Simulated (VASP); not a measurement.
Runs of VASP 6.6.1 on Ta3Cd. The structure is that of space group P6/mmm (No. 191), or close to it. The cells are those of the table. 

```csv
task,cell,k mesh,cutoff (eV),gap on the mesh (eV),pressure (GPa),relaxed volume (Å³/atom)
single point,"a = 5.606, b = 5.606, c = 2.814 Å, angles 90.0, 90.0, 120.0°, 4 atoms",6 × 6 × 6,520,none,0.0,-
relaxation of cell and atoms,"relaxed from a = 5.606, b = 5.606, c = 2.814 Å, angles 90.0, 90.0, 120.0°, 4 atoms",9 × 9 × 14,600,none,0.0,19.12
single point,"a = 5.612, b = 5.612, c = 2.799 Å, angles 90.0, 90.0, 120.0°, 4 atoms",9 × 9 × 14,520,none,0.3,-
relaxation of cell and atoms,"relaxed from a = 5.572, b = 5.572, c = 2.842 Å, angles 90.0, 90.0, 120.0°, 4 atoms",6 × 6 × 6,600,none,-0.2,(a)
```

Alike in all rows: level PBE; potentials or basis VASP PAW PBE potentials, release 64 (Ta_pv, Cd); no spin polarisation; smearing gaussian 0.1 eV.

Question: Fill in the values left out.

Answer: (a) 19.17.

Caveats: some runs use coarse meshes; spin-orbit coupling is left out, which moves the levels of the heavy elements.

A k mesh can miss the band edges, and the runs leave out spin-orbit coupling on Cd, Ta.

A gap of «none» marks levels without a gap at the run's occupations.
